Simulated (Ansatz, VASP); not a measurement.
## Two plane-wave programs on InSe

```
CELL_PARAMETERS angstrom
5.74697 -2.06335 -0.12775
5.74697 2.06335 -0.12775
-1.66142 0.00000 5.43132
ATOMIC_POSITIONS crystal
In 0.88793 0.88793 0.05329
In 0.11207 0.11207 0.94671
Se 0.66620 0.66620 0.69410
Se 0.33380 0.33380 0.30590
```

Alike in both runs: functional PBE; k mesh 8 × 8 × 6; occupations gaussian, width 0.02 eV; no spin polarisation.

Ansatz relaxed the structure, and its values are those at the end. VASP's run is a single point on that final structure, the one shown.

```csv
,VASP,Ansatz
version,VASP 6.6.1,Ansatz 0.2.0
potentials or method,"VASP PAW PBE potentials, release 64 (In_d, Se), cutoff 520 eV","scalar-relativistic, plane waves, PAW"
valence electrons in the cell,38,58
```

VASP gave:

| Item | Value |
| --- | --- |
| gap on the k mesh at the Fermi level (eV) | 1.06 |
| least direct gap on the mesh (eV) | 1.21 |
| pressure (GPa) | 0.0 |
| rms of the force components (eV/Å) | 0.008 |

**Question.** Estimate Ansatz's values.

**Answer.** gap on the k mesh at the Fermi level (eV): 1.07; least direct gap on the mesh (eV): 1.22; pressure (GPa): 0.0; rms of the force components (eV/Å): 0.001.

VASP's potentials hold 38 valence electrons a cell and Ansatz's 58, so a difference there can come from the potentials and not from the codes.
